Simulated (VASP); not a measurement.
Write the native input for VASP 6.6.1 that does the following.

```
Task                   : relaxation of cell and atoms
Functional             : PBE
Potentials or basis    : VASP PAW PBE potentials, release 64 (Li_sv)
Cutoff                 : 600 eV
k mesh                 : 16 × 16 × 16
Occupations            : gaussian, width 0.1 eV
Spin                   : no spin polarisation
Dipole correction      : no
Further INCAR settings : ALGO = Normal; EDIFF = 1e-06; IBRION = 2; EDIFFG = -0.01; NSW = 80; ISIF = 3
```

The structure of Li lies in POSCAR:

```
Li
1.0
    0.0000000000      2.1468618015      2.1468618015
    2.1468618015      0.0000000000      2.1468618015
    2.1468618015      2.1468618015      0.0000000000
Li
1
Direct
    0.0000000000      0.0000000000      0.0000000000
```

This isn't the form of Li at room conditions, which is bcc.

One way to write it, as run:

INCAR

```
SYSTEM = Li
PREC = Accurate
ENCUT = 600
EDIFF = 1E-6
ISMEAR = 0
SIGMA = 0.1
LREAL = .False.
LASPH = .True.
NELM = 100
ALGO = Normal
ISIF = 3
LWAVE = .False.
LCHARG = .False.
GGA = PE
IBRION = 2
NSW = 80
EDIFFG = -0.01
```

KPOINTS

```
regular mesh
0
Gamma
  16 16 16
  0 0 0
```

Potentials or basis: VASP PAW PBE potentials, release 64 (Li_sv).

The run is started by

```sh
$ cat potpaw_PBE.64/Li_sv/POTCAR > POTCAR
$ mpirun -np 1 vasp_std > vasp.out
```

Results of the run:

The relaxed volume is 20.03 Å³/atom. The relaxed cell is a = 3.048 Å, b = 3.048 Å, c = 3.048 Å, α = 60.00°, β = 60.00°, γ = 60.00°. The space group after relaxing (to 0.1 Å) is Fm-3m (No. 225). The energy gained by relaxing is 0.2 meV/atom. The ionic steps are 3 and the pressure after relaxing is 0.0 GPa. The band gap on the k mesh is zero (an odd number of electrons rules out a gap without spin polarisation).

Caveat: the cutoff is under 1.25 times the usual one of these potentials, so pressure, stress and relaxed cells hold a basis-set (Pulay) error.

It took 37 s on 1 thread of AMD EPYC 7R13, on a shared host, peak memory 0.11 GiB.
